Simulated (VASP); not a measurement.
Set up this calculation in VASP 6.6.1, as the native input.

| Quantity | Value |
| --- | --- |
| Task | single point |
| Functional | PBE |
| Potentials or basis | VASP PAW PBE potentials, release 64 (Bi_d) |
| Cutoff | 520 eV |
| k mesh | 14 × 14 × 14 |
| Occupations | fermi-dirac, width 0.05 eV |
| Spin | no spin polarisation |
| Dipole correction | no |
| Further INCAR settings | ALGO = Normal; EDIFF = 1e-07; NBANDS = 14 |

The structure of Bi lies in POSCAR:

```
Bi
1.0
    0.0000000000      2.2341216446      2.2341216446
    2.2341216446      0.0000000000      2.2341216446
    2.2341216446      2.2341216446      0.0000000000
Bi
1
Direct
    0.0000000000      0.0000000000      0.0000000000
```

This cell differs from its parent crystal: volume scaled by 0.7.

One way to write it, as run:

INCAR

```
  PREC = Accurate
  ENCUT = 520
  EDIFF = 1E-7
  ISMEAR = -1
  SIGMA = 0.05
  LREAL = F
  LASPH = T
  NELM = 80
  ALGO = Normal
  ISIF = 2
  LWAVE = F
  LCHARG = F
  GGA = PE
  NBANDS = 14
```

KPOINTS

```
Automatic mesh
0
Gamma
  14 14 14
```

Potentials or basis: VASP PAW PBE potentials, release 64 (Bi_d).

Launch:

```sh
$ cat potpaw_PBE.64/Bi_d/POTCAR > POTCAR
$ mpirun -np 1 vasp_std > vasp.out
```

Results of the run:

- Pressure: 41.0 GPa

Wall time 36 s on 1 thread of Intel(R) Xeon(R) Platinum 8375C CPU @ 2.90GHz (Ice Lake), with other jobs on the host, peak memory 0.16 GiB.
